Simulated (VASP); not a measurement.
# Ti: single point with PBE

Ti:

```
CELL_PARAMETERS angstrom
-1.64100 1.64100 1.64100
1.64100 -1.64100 1.64100
1.64100 1.64100 -1.64100
ATOMIC_POSITIONS crystal
Ti 0.00000 0.00000 0.00000
```

```
Program                : VASP 6.6.1
Task                   : single point
Functional             : PBE
Potentials or basis    : VASP PAW PBE potentials, release 64 (Ti_sv)
Cutoff                 : 520 eV
k mesh                 : 11 × 11 × 11
Occupations            : gaussian, width 0.02 eV
Spin                   : no spin polarisation
Dipole correction      : no
Further INCAR settings : ALGO = Normal; EDIFF = 1e-06; NBANDS = 12
```

The pressure is -3.1 GPa and the band gap on the k mesh is zero (band 6 reaches 8.90 eV, above the bottom of band 7 at 7.33 eV).

Levels at points of the mesh, in eV from the Fermi level:
```csv
k point,band 2,band 3,band 4,band 5,band 6,band 7,band 8,band 9,band 10,band 11
"(0.00, 0.00, 0.00)",-32.42,-32.42,-32.42,-5.91,0.99,0.99,0.99,2.71,2.71,17.29
```

It took 18 s on 1 thread of Intel Xeon 8259CL, on a shared host, peak memory 0.11 GiB.
